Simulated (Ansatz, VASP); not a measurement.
**MgB2: VASP beside Ansatz**

Contents of INCAR:

```
SYSTEM = MgB2
PREC     = Accurate       ! precision mode
ENCUT    = 520            ! plane-wave cutoff, eV
EDIFF    = 1E-6           ! SCF threshold, eV
ISMEAR   = -1             ! smearing method
SIGMA    = 0.02           ! smearing width, eV
LREAL    = .False.        ! projectors in reciprocal space
LASPH    = .True.         ! aspherical terms in the spheres
NELM     = 80             ! most SCF steps
ALGO     = Normal         ! electronic algorithm
ISIF     = 2              ! what is computed and relaxed
LWAVE    = .False.        ! write WAVECAR
LCHARG   = .True.         ! write CHGCAR
GGA      = PE             ! functional
LELF     = .True.         ! ELF
LVHAR    = .True.       
NBANDS   = 11             ! bands
```

Contents of KPOINTS:

```
Automatic mesh
0
Gamma
  12 12 8
  0 0 0
```

POSCAR

```
MgB2
1.0
    3.0714077020      0.0000000000      0.0000000000
   -1.5357038510      2.6599170954      0.0000000000
    0.0000000000      0.0000000000      3.5014572137
Mg B
1 2
Direct
    0.0000000000      0.0000000000      0.0000000000
    0.3333333333      0.6666666667      0.5000000000
    0.6666666667      0.3333333333      0.5000000000
```

Input for Ansatz:

```yaml
crystal:
  lattice:
    - [3.071407702, 0.0, 0.0]
    - [-1.535703851, 2.6599170954, 0.0]
    - [0.0, 0.0, 3.5014572137]
  atoms:
    - { symbol: Mg, position: [0.0, 0.0, 0.0] }
    - { symbol: B, position: [0.3333333333, 0.6666666667, 0.5] }
    - { symbol: B, position: [0.6666666667, 0.3333333333, 0.5] }
kpoints:
  mp_grid: { grid: [12, 12, 8] }
  band_path:
    path:
      - [[0.0, 0.0, 0.0], [0.5, -4.03055849726e-17, -7.498396450857e-20], [0.3333333333333, 0.3333333333333, -1.499679290188e-19], [0.0, 0.0, 0.0], [-5.569088577818e-47, 4.85186124755e-36, 0.5], [0.5, -4.034880953311e-17, 0.5], [0.3333333333333, 0.3333333333333, 0.5], [-5.569088577818e-47, 4.85186124755e-36, 0.5]]
      - [[0.5, -4.034880953311e-17, 0.5], [0.5, -4.03055849726e-17, -7.498396450857e-20]]
      - [[0.3333333333333, 0.3333333333333, 0.5], [0.3333333333333, 0.3333333333333, -1.499679290188e-19]]
    npoints: 10
hamiltonian:
  xc: pbe
scf:
  occupations: { method: fermi_dirac, width: 0.02 }
  n_extra_bands: 4
output:
  forces: true
  stress: true
  eigenvalues: true
```

Alike in both runs: task single point; functional PBE; k mesh 12 × 12 × 8; occupations fermi-dirac, width 0.02 eV; no spin polarisation.

|  | VASP | Ansatz |
| --- | --- | --- |
| version | VASP 6.6.1 | Ansatz 0.2.0 |
| potentials or method | VASP PAW PBE potentials, release 64 (Mg, B) | plane waves, PAW |
| plane-wave cutoff (eV) | 520 | 420 |
| valence electrons in the cell | 8 | 16 |

```tsv
	VASP	Ansatz	Ansatz less VASP
pressure (GPa)	1.0	1.2	+0.25
traceless stress, the component that is largest in VASP (GPa)	-0.57	-0.42	+0.153
```

The functional is the same, so the differences come from potentials, cutoffs and numerics. VASP's potentials hold 8 valence electrons a cell and Ansatz's 16, so a difference there can come from the potentials and not from the codes.
